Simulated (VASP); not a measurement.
Write the native input for VASP 6.6.1 that does the following.

| Quantity | Value |
| --- | --- |
| Task | single point |
| Functional | PBEsol |
| Potentials or basis | VASP PAW PBE potentials, release 64 (Nb_sv) |
| Cutoff | 520 eV |
| k mesh | 16 × 16 × 16 |
| Occupations | gaussian, width 0.05 eV |
| Spin | no spin polarisation |
| Dipole correction | no |
| Further INCAR settings | ALGO = Normal; EDIFF = 1e-06; NBANDS = 12 |

The structure of Nb lies in POSCAR:

```
Nb
1.0
   -1.6639500000      1.6639500000      1.6639500000
    1.6639500000     -1.6639500000      1.6639500000
    1.6639500000      1.6639500000     -1.6639500000
Nb
1
Direct
    0.0000000000      0.0000000000      0.0000000000
```

One way to write it, as run:

INCAR

```
ALGO     = Normal         # electronic algorithm
EDIFF    = 1E-6           # SCF threshold, eV
ENCUT    = 520            # plane-wave cutoff, eV
GGA      = PS             # functional
ISIF     = 2              # what is computed and relaxed
ISMEAR   = 0              # smearing method
LASPH    = True           # aspherical terms in the spheres
LCHARG   = True           # write CHGCAR
LELF     = True           # ELF
LREAL    = False          # projectors in reciprocal space
LVHAR    = True         
LWAVE    = False          # write WAVECAR
NBANDS   = 12             # bands
NELM     = 60             # most SCF steps
PREC     = Accurate       # precision mode
SIGMA    = 0.05           # smearing width, eV
```

KPOINTS

```
k-points
0
Gamma
  16 16 16
```

Potentials or basis: VASP PAW PBE potentials, release 64 (Nb_sv).

Launch:

```console
$ cat potpaw_PBE.64/Nb_sv/POTCAR > POTCAR
$ mpirun -np 1 vasp_std > vasp.out
```

It gave:

```yaml
Pressure: -8.9 GPa
```

Caveat: the PAW data sets were made with another functional, which shifts forces and pressure a little.

It took 38 s on 1 thread of Intel Xeon 6975P-C, with other jobs on the host, peak memory 0.16 GiB.
